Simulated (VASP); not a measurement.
Crystal: BeSi.

```
Be Si
1.0
     1.25477    0.72444    3.99667
    -1.25477    0.72444    3.99667
     0.00000   -1.44888    3.99667
Be Si
1 1
Direct
  0.00000 0.00000 0.00000
  0.50000 0.50000 0.50000
```

```yaml
Program: VASP 6.6.1
Task: relaxation of cell and atoms
Functional: PBE
Potentials_or_basis: VASP PAW PBE potentials, release 64 (Be, Si)
Cutoff: 600 eV
k_mesh: 6 × 6 × 6
Occupations: gaussian, width 0.1 eV
Spin: no spin polarisation
```

At the start: pressure 5.0 GPa; volume 10.90 Å³/atom.

Question: How do energy, volume and symmetry change on relaxing?

Answer: Over 7 steps the energy falls by 24.1 meV/atom and the volume is 11.50 Å³/atom (+5.5 %); space group R-3m (No. 166, to 0.1 Å) before and after.

Step by step:
```csv
step,energy change (eV),largest force (eV/Å),pressure (GPa),volume (Å³)
1,0.0000,0.0000,5.03,21.80
2,-0.0272,0.0000,-0.58,22.89
3,-0.0277,0.0000,-1.28,23.06
4,-0.0277,0.0000,-2.56,23.40
5,-0.0467,0.0000,-1.46,23.40
6,-0.0467,0.0000,-1.51,23.40
7,-0.0483,0.0000,0.23,23.00
```

Final structure:
```
Be Si
1.0
     1.24664    0.71975    4.27238
    -1.24664    0.71975    4.27238
     0.00000   -1.43950    4.27238
Be Si
1 1
Cartesian
  0.0000 0.0000 0.0000
  0.0000 0.0000 6.4086
```

Caveat: the k points lie up to 0.49 Å⁻¹ apart in the final cell, too coarse for converged energies and pressures of a metal.
